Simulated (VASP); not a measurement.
Set up this calculation in VASP 6.6.1, as the native input.

```yaml
Task: single point
Functional: PBE
Potentials_or_basis: VASP PAW PBE potentials, release 64 (Rh_pv, H)
Cutoff: 520 eV
k_mesh: 5 × 5 × 1
Occupations: gaussian, width 0.1 eV
Spin: no spin polarisation
Dipole_correction: yes
Further_INCAR_settings: ALGO = Normal; EDIFF = 1e-06; NBANDS = 104
```

The structure of HRh6 lies in POSCAR:

```
HRh6
1.0
    5.4163401145      0.0000000000      0.0000000000
    0.0000000000      5.4163401145      0.0000000000
    0.0000000000      0.0000000000     21.6737367085
Rh H
12 2
Direct
    0.2500000000      0.2500000000      0.1845551625
    0.2500000000      0.7500000000      0.1845551625
    0.7500000000      0.2500000000      0.1845551625
    0.7500000000      0.7500000000      0.1845551625
    0.0000000000      0.0000000000      0.2693761947
    0.0000000000      0.5000000000      0.2693761947
    0.5000000000      0.0000000000      0.2693761947
    0.5000000000      0.5000000000      0.2693761947
    0.2500000000      0.2500000000      0.3540569313
    0.2500000000      0.7500000000      0.3540569313
    0.7500000000      0.2500000000      0.3540569313
    0.7500000000      0.7500000000      0.3540569313
    0.3293127868      0.5000000000      0.3895838001
    0.6706872132      0.5000000000      0.3895838001
```

One way to write it, as run:

INCAR

```
PREC = Accurate
ENCUT = 520
EDIFF = 1E-6
ISMEAR = 0
SIGMA = 0.1
LREAL = False
LASPH = True
NELM = 80
ALGO = Normal
ISIF = 2
LWAVE = False
LCHARG = True
LDIPOL = True
IDIPOL = 3
DIPOL = 0.5 0.5 0.287
GGA = PE
LELF = True
LVHAR = True
LVACPOTAV = True
NBANDS = 104
```

KPOINTS

```
Automatic mesh
0
Gamma
  5 5 1
```

Potentials or basis: VASP PAW PBE potentials, release 64 (Rh_pv, H).

The run is started by

```console
$ cat potpaw_PBE.64/Rh_pv/POTCAR potpaw_PBE.64/H/POTCAR > POTCAR
$ mpirun -np 1 vasp_std > vasp.out
```

Results of the run:

```yaml
Largest_force: 1.550 eV/Å
Band_gap_on_the_k_mesh: zero (bands 91 and 92 overlap by 0.64 eV)
```

Wall time 52 min on 1 thread of Intel Xeon 8259CL, on a shared host, peak memory 0.79 GiB.
